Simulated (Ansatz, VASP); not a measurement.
SnO in VASP and in Ansatz

INCAR

```
SYSTEM = SnO
PREC = Accurate ; ENCUT = 520
EDIFF = 1E-6 ; ISMEAR = 0
SIGMA = 0.05 ; LREAL = .FALSE.
LASPH = .TRUE. ; NELM = 80
ALGO = Normal ; ISIF = 2
LWAVE = .FALSE. ; LCHARG = .FALSE.
LDIPOL = .TRUE. ; IDIPOL = 3
DIPOL = 0.5 0.5 0.401 ; GGA = PE
IVDW = 12 ; NBANDS = 50
```

The input KPOINTS:

```
regular mesh
0
G
  7 7 1
  0 0 0
```

The input POSCAR:

```
SnO
1.0
    3.8201631401      0.0000000000      0.0000000000
    0.0000000000      3.8201631401      0.0000000000
    0.0000000000      0.0000000000     22.2260824966
Sn O
4 4
Direct
    0.7500000000      0.2500000000      0.2024648294
    0.2500000000      0.7500000000      0.3087832167
    0.2500000000      0.8750000000      0.4932511724
   -0.2500000000      1.3750000000      0.5995695597
    0.2500000000      0.2500000000      0.2556240230
    0.7500000000      0.7500000000      0.2556240230
   -0.2500000000      0.8750000000      0.5464103660
    0.2500000000      1.3750000000      0.5464103660
```

Input for Ansatz:

```yaml
crystal:
  lattice:
    - [3.8201631401, 0.0, 0.0]
    - [0.0, 3.8201631401, 0.0]
    - [0.0, 0.0, 22.2260824966]
  atoms:
    - { symbol: Sn, position: [0.75, 0.25, 0.2024648294] }
    - { symbol: O, position: [0.25, 0.25, 0.255624023] }
    - { symbol: O, position: [0.75, 0.75, 0.255624023] }
    - { symbol: Sn, position: [0.25, 0.75, 0.3087832167] }
    - { symbol: Sn, position: [0.25, 0.875, 0.4932511724] }
    - { symbol: O, position: [-0.25, 0.875, 0.546410366] }
    - { symbol: O, position: [0.25, 1.375, 0.546410366] }
    - { symbol: Sn, position: [-0.25, 1.375, 0.5995695597] }
basis:
  ecutwfc: 420
kpoints:
  mp_grid: { grid: [7, 7, 1] }
hamiltonian:
  xc: pbe
  pseudopotentials: { kind: paw, azcp: { folder: soft_1 } }
  dispersion: d3bj
scf:
  occupations: { method: gaussian, width: 0.05 }
output:
  forces: true
  eigenvalues: true
efield:
  axis: 3
  dipole_correction: true
  ramp_width: 0.04
```

Alike in both runs: task single point; functional PBE; dispersion D3(BJ); k mesh 7 × 7 × 1; occupations gaussian, width 0.05 eV; no spin polarisation.

```csv
,VASP,Ansatz
version,VASP 6.6.1,Ansatz 0.2.0
potentials or method,"VASP PAW PBE potentials, release 64 (Sn_d, O), cutoff 520 eV","scalar-relativistic, plane waves, PAW"
valence electrons in the cell,80,80
```

VASP gave:

| Item | Value |
| --- | --- |
| gap on the k mesh at the Fermi level (eV) | 2.32 |
| least direct gap on the mesh (eV) | 2.52 |
| rms of the force components (eV/Å) | 0.027 |

Estimate Ansatz's values.

gap on the k mesh at the Fermi level (eV): 2.33; least direct gap on the mesh (eV): 2.56; rms of the force components (eV/Å): 0.031.
